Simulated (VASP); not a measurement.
# SiNi (WC type) (P-6m2) in VASP: a series of runs

Runs on SiNi (WC type). Level: PBE. Tasks: single point.

Everything below comes from runs of VASP 6.6.1. Logs are shortened: lines on timing, memory, paths and dates and some standing lists are left out, and cuts for length are marked.

## (1) The cell of the first run

The structure is hexagonal, space group P-6m2 (No. 187). The conventional cell has a = 3.007 Å, b = 3.007 Å, c = 2.407 Å, α = 90.00°, β = 90.00°, γ = 120.00°. Ni (site symmetry -6m2) has 6 Si at 2.11 Å and 2 Ni at 2.41 Å within 2.8 Å. Within 2.8 Å of Si (site symmetry -6m2) lie 6 Ni at 2.11 Å and 2 Si at 2.41 Å.

## (2) Single point, PBE (9.43 Å³/atom)

INCAR

```
SYSTEM = SiNi
ALGO = Normal
EDIFF = 1E-6
ENCUT = 520
GGA = PE
ISIF = 2
ISMEAR = -1
LASPH = .True.
LCHARG = .True.
LELF = .True.
LREAL = .False.
LVHAR = .True.
LWAVE = .False.
NBANDS = 14
NELM = 60
PREC = Accurate
SIGMA = 0.1
```

KPOINTS

```
k-points
0
Gamma
  14 14 13
  0 0 0
```

POSCAR

```
SiNi
1.0
    3.0072024081      0.0000000000      0.0000000000
   -1.5036012040      2.6043136797      0.0000000000
    0.0000000000      0.0000000000      2.4074830752
Ni Si
1 1
Direct
    0.0000000000      0.0000000000      0.0000000000
    0.3333333333      0.6666666667      0.5000000000
```

Potentials or basis: VASP PAW PBE potentials, release 64 (Ni, Si).

Launch:

```sh
cat potpaw_PBE.64/Ni/POTCAR potpaw_PBE.64/Si/POTCAR > POTCAR
mpirun -np 1 vasp_std > vasp.out
```

OUTCAR:

```text
SYSTEM = SiNi
   EDIFF = 1E-6
   ENCUT = 520
   GGA = PE
   ISIF = 2
   ISMEAR = -1
   LASPH = .True.
   LREAL = .False.
   NELM = 60
   PREC = Accurate

 ion  position               nearest neighbor table
   1  0.000  0.000  0.000-   2 2.11   2 2.11   2 2.11   2 2.11   2 2.11   2 2.11
   2  0.333  0.667  0.500-   1 2.11   1 2.11   1 2.11   1 2.11   1 2.11   1 2.11

  LATTYP: Found a hexagonal cell.
 ALAT       =     3.0072024081
 C/A-ratio  =     0.8005723422

  Lattice vectors:

 A1 = (   3.0072024081,   0.0000000000,   0.0000000000)
 A2 = (  -1.5036012040,   2.6043136797,   0.0000000000)
 A3 = (   0.0000000000,   0.0000000000,   2.4074830752)

Analysis of symmetry for initial positions (statically):
=====================================================================
 Subroutine PRICEL returns:
 Original cell was already a primitive cell.

 Routine SETGRP: Setting up the symmetry group for a
 hexagonal supercell.

 Subroutine GETGRP returns: Found 12 space group operations
 (whereof 12 operations were pure point group operations)
 out of a pool of 24 trial point group operations.

The static configuration has the point symmetry D_3h.

Analysis of symmetry for dynamics (positions and initial velocities):
=====================================================================
 Subroutine PRICEL returns:
 Original cell was already a primitive cell.

 Routine SETGRP: Setting up the symmetry group for a
 hexagonal supercell.

 Subroutine GETGRP returns: Found 12 space group operations
 (whereof 12 operations were pure point group operations)
 out of a pool of 24 trial point group operations.

The dynamic configuration has the point symmetry D_3h.

 Subroutine INISYM returns: Found 12 space group operations
 (whereof 12 operations are pure point group operations),
 and found     1 'primitive' translations

----------------------------------------------------------------------------------------

                                     Primitive cell

  volume of cell :      18.8547

  direct lattice vectors                    reciprocal lattice vectors
     3.007202408  0.000000000  0.000000000     0.332534982  0.191989162  0.000000000
    -1.503601204  2.604313680  0.000000000     0.000000000  0.383978323  0.000000000
     0.000000000  0.000000000  2.407483075     0.000000000  0.000000000  0.415371560

  length of vectors
     3.007202408  3.007202408  2.407483075     0.383978323  0.383978323  0.415371560

  position of ions in fractional coordinates (direct lattice)
     0.000000000  0.000000000  0.000000000
     0.333333333  0.666666667  0.500000000

  ion indices of the primitive-cell ions
   primitive index   ion index
                 1           1
                 2           2

----------------------------------------------------------------------------------------

 KPOINTS: k-points

Automatic generation of k-mesh.
 Grid dimensions read from file:
 generate k-points for:   14   14   13

 Generating k-lattice:

  Cartesian coordinates                     Fractional coordinates (reciprocal lattice)
     0.023752499  0.013713512  0.000000000     0.071428571  0.000000000  0.000000000
     0.000000000  0.027427023  0.000000000     0.000000000  0.071428571  0.000000000
     0.000000000  0.000000000  0.031951658     0.000000000  0.000000000  0.076923077

  Length of vectors
     0.027427023  0.027427023  0.031951658

  Shift w.r.t. Gamma in fractional coordinates (k-lattice)
     0.000000000  0.000000000  0.000000000

 Subroutine IBZKPT returns following result:
 ===========================================

 Found    168 irreducible k-points:

 Following reciprocal coordinates:
            Coordinates               Weight
  0.000000  0.000000  0.000000      1.000000
  0.071429  0.000000  0.000000      6.000000
  0.142857  0.000000  0.000000      6.000000
  0.214286  0.000000  0.000000      6.000000
  0.285714  0.000000  0.000000      6.000000
  0.357143 -0.000000  0.000000      6.000000
[... 16 lines left out ...]
  0.285714  0.285714  0.000000      6.000000
  0.357143  0.285714  0.000000      6.000000
 [... further k-points ...]
   k-points           NKPTS =    168   k-points in BZ     NKDIM =    168   number of bands    NBANDS=     14
   number of dos      NEDOS =    301   number of ions     NIONS =      2
   total plane-waves  NPLWV =  10368
   dimension x,y,z NGX =    24 NGY =   24 NGZ =   18
   dimension x,y,z NGXF=    48 NGYF=   48 NGZF=   36
   ions per type =               1   1
   NGX,Y,Z   is equivalent  to a cutoff of  13.27, 13.27, 12.43 a.u.
   NGXF,Y,Z  is equivalent  to a cutoff of  26.54, 26.54, 24.86 a.u.
 SYSTEM =  SiNi
   PREC   = accura    normal or accurate (medium, high low for compatibility)
   ISTART =      0    job   : 0-new  1-cont  2-samecut
   ICHARG =      2    charge: 1-file 2-atom 10-const
   ISPIN  =      1    spin polarized calculation?
   LNONCOLLINEAR =      F non collinear calculations
   LSORBIT =      F    spin-orbit coupling
   LASPH  =      T    aspherical Exc in radial PAW
   ENCUT  =  520.0 eV  38.22 Ry    6.18 a.u.   5.59  5.59  4.48*2*pi/ulx,y,z
   NELM   =     60;   NELMIN=  2; NELMDL= -5     # of ELM steps
   EDIFF  = 0.1E-05   stopping-criterion for ELM
   LREAL  =      F    real-space projection
   EDIFFG = 0.1E-04   stopping-criterion for IOM
   NSW    =      0    number of steps for IOM
   IBRION =     -1    ionic relax: 0-MD 1-quasi-New 2-CG
   NFREE  =      0    steps in history (QN), initial steepest desc. (CG)
   ISIF   =      2    stress and relaxation
   ISYM   =      2    0-nonsym 1-usesym 2-fastsym
   POTIM  = 0.5000    time-step for ionic-motion
   TEBEG  =    0.0;   TEEND  =   0.0 temperature during run
   PSTRESS=    0.0 pullay stress
   NELECT =      14.0000    total number of electrons
   NUPDOWN=      -1.0000    fix difference up-down
   EMIN   =  10.00;   EMAX   =-10.00  energy-range for DOS
   EFERMI =   0.00;   METHOD = LEGACY
   ISMEAR =    -1;   SIGMA  =   0.10  broadening in eV -4-tet -1-fermi 0-gaus
   EFERMI_NEDOS =   21; number of points for ismear=-14 and -15
   IALGO  =     38    algorithm
   IMIX   =      4    mixing-type and parameters
     AMIX     =   0.40;   BMIX     =  1.00
     AMIX_MAG =   1.60;   BMIX_MAG =  1.00
  volume/ion in A,a.u.               =       9.43        63.62
  Fermi-wavevector in a.u.,A,eV,Ry     =   1.482442  2.801410 29.900639  2.197635
  Thomas-Fermi vector in A             =   2.596228
   LORBIT       =      0    0 simple, 1 ext, 2 COOP (PROOUT), +10 PAW based schemes
   GGA     = PE    functional components
   LHFCALC =     F    Hartree Fock is set to
   AEXX    =    0.0000 exact exchange contribution
   IVDW    =     0    specifies the selected vdW correction
   LEPSILON=     F    determine dielectric tensor
   LRPA    =     F    only Hartree local field effects (RPA)
 non-spin polarized calculation
  energy-cutoff  :      520.00
  volume of cell :       18.85
 maximum number of plane-waves:       525
 NGX is ok and might be reduce to    24
   NGX = 11   NGY = 11   NGZ =  9

 number of electron      14.0000001 magnetization

 Free energy of the ion-electron system (eV)
  ---------------------------------------------------
  ext. energy  EPLUGINS =         0.00000000
  ---------------------------------------------------
  free energy    TOTEN  =        -9.94284210 eV

  energy without entropy =       -9.92596356  energy(sigma->0) =       -9.93440283

 E-fermi :  14.5315     XC(G=0): -13.4286

 val. band max:       14.4554013727   @ k =   0.5000   0.0000   0.0769
 cond. band min:      14.5655801754   @ k =   0.3571   0.0714   0.0769
 fundamental gap:      0.1101788027
 Fermi energy:        14.5315001910

 k-point     1 :       0.0000    0.0000    0.0000
  band No.  band energies     occupation
      1      -0.8570      2.00000
      2       8.7915      2.00000
      3       9.4148      2.00000
      4       9.4148      2.00000
      5      11.6112      2.00000
      6      11.6112      2.00000
      7      19.1084      0.00000
      8      19.1084      0.00000
      9      20.9148      0.00000
     10      22.4414      0.00000
     11      22.4791      0.00000
     12      22.4791      0.00000
     13      28.5176      0.00000
     14      32.3367      0.00000

 k-point     2 :       0.0714    0.0000    0.0000
  band No.  band energies     occupation
      1      -0.7476      2.00000
      2       8.7395      2.00000
      3       9.3715      2.00000
      4       9.4697      2.00000
      5      11.5800      2.00000
      6      11.6040      2.00000
      7      18.2731      0.00000
      8      18.6320      0.00000
      9      20.7912      0.00000
     10      22.5771      0.00000
     11      23.0755      0.00000
     12      23.2204      0.00000
     13      28.8917      0.00000
     14      32.6613      0.00000

 k-point     3 :       0.1429    0.0000    0.0000
  band No.  band energies     occupation
      1      -0.4226      2.00000
      2       8.5408      2.00000
      3       9.2881      2.00000
      4       9.6314      2.00000
      5      11.4947      2.00000
      6      11.5840      2.00000
      7      16.6432      0.00000
      8      17.6828      0.00000
      9      20.7209      0.00000
     10      22.9728      0.00000
     11      24.3317      0.00000
     12      24.3837      0.00000
     13      29.8575      0.00000
     14      33.7135      0.00000
[... 324 lines left out ...]
 k-point    23 :       0.2857    0.2857    0.0000
  band No.  band energies     occupation
      1       3.3801      2.00000
      2       6.3271      2.00000
      3       7.7795      2.00000
      4      11.1425      2.00000
      5      11.1630      2.00000
      6      11.3053      2.00000
      7      11.4507      2.00000
      8      12.6521      2.00000
      9      25.0501      0.00000
     10      26.4899      0.00000
     11      27.1557      0.00000
     12      28.7963      0.00000
     13      30.5781      0.00000
     14      33.2484      0.00000

 k-point    24 :       0.3571    0.2857    0.0000
  band No.  band energies     occupation
      1       3.6944      2.00000
      2       6.2800      2.00000
      3       7.4606      2.00000
      4      11.1547      2.00000
      5      11.2092      2.00000
      6      11.2720      2.00000
      7      11.4048      2.00000
      8      12.4685      2.00000
      9      25.2830      0.00000
     10      27.1692      0.00000
     11      27.4972      0.00000
     12      28.4050      0.00000
     13      30.3818      0.00000
     14      32.9330      0.00000

 [... further k-points ...]

------------------------ aborting loop because EDIFF is reached ----------------------------------------

  FORCE on cell =-STRESS in cart. coord.  units (eV):
  Direction    XX          YY          ZZ          XY          YZ          ZX
  --------------------------------------------------------------------------------------
  -------------------------------------------------------------------------------------
  Total       11.9079013     11.9079013     11.9341377      0.0000000     -0.0000000      0.0000000
  in kB     1011.8744131   1011.8744131   1014.1038478      0.0000000     -0.0000000      0.0000000
  external PRESSURE =    1012.6175580 kB  Pullay stress =       0.0000000 kB

 VOLUME and BASIS-vectors are now :
 -----------------------------------------------------------------------------
  energy-cutoff  :      520.00
  volume of cell :       18.85
      direct lattice vectors                 reciprocal lattice vectors
     3.007202408  0.000000000  0.000000000     0.332534982  0.191989162  0.000000000
    -1.503601204  2.604313680  0.000000000     0.000000000  0.383978323  0.000000000
     0.000000000  0.000000000  2.407483075     0.000000000  0.000000000  0.415371560

 POSITION                                       TOTAL-FORCE (eV/Angst)
 -----------------------------------------------------------------------------------
      0.00000      0.00000      0.00000         0.000000     -0.000000      0.000000
     -0.00000      1.73621      1.20374        -0.000000      0.000000      0.000000
 -----------------------------------------------------------------------------------
    total drift:                                0.000000     -0.000000      0.000000

  FREE ENERGIE OF THE ION-ELECTRON SYSTEM (eV)
  ---------------------------------------------------
  free  energy   TOTEN  =        -9.9428420980 eV

  energy  without entropy=       -9.9259635649  energy(sigma->0) =       -9.93440283
```

Run time: 17 s. Hardware: 1 thread of Intel Xeon Platinum 8488C (Sapphire Rapids), shared host; peak memory 0.16 GiB.

What came out:

| Item | Value |
| --- | --- |
| Free energy | -9.9428 eV |
| Pressure | 101.3 GPa |
| Band gap on the k mesh | zero (bands 7 and 8 overlap by 6.90 eV) |

Stress tensor (GPa, compression positive):
```
101.19   0.00   0.00
  0.00 101.19   0.00
  0.00   0.00 101.41
```

Caveat: the cell stands under pressure. Spin polarisation is off, so any magnetic state and its effect on volume and gap are missing.

(Part 1 of 2 ends here.)
